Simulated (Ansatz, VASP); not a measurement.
# Two plane-wave programs on AlN

```
Al N
1.0
     3.31212    0.00000    0.00000
    -1.65606    2.86838    0.00000
     0.00000    0.00000    4.18756
Al N
2 2
Cartesian
  0.0000 1.9123 3.1407
  1.6561 0.9561 1.0469
  0.0000 1.9123 1.0469
  1.6561 0.9561 3.1407
```

Alike in both runs: task relaxation of cell and atoms; functional LDA; k mesh 9 × 9 × 6; occupations gaussian, width 0.1 eV; no spin polarisation.

|  | VASP | Ansatz |
| --- | --- | --- |
| version | VASP 6.6.1 | Ansatz 0.2.0 |
| potentials or method | VASP PAW LDA potentials, release 64 (Al, N), cutoff 600 eV | scalar-relativistic, plane waves, PAW |
| valence electrons in the cell | 16 | 16 |

```tsv
	VASP	Ansatz	Ansatz less VASP
gap on the k mesh at the Fermi level, each at its own relaxed structure (eV)	3.61	3.61	+0.002
relaxed volume (Å³/atom)	9.55	9.53	-0.013
relaxed cell length with the largest relative difference (Å)	4.113	4.108	-0.0046
```

Ansatz warns that its potentials were made for another functional, while VASP's fit it. LDA's correlation is that of Perdew and Zunger in VASP and of Perdew and Wang (1992) in Ansatz.
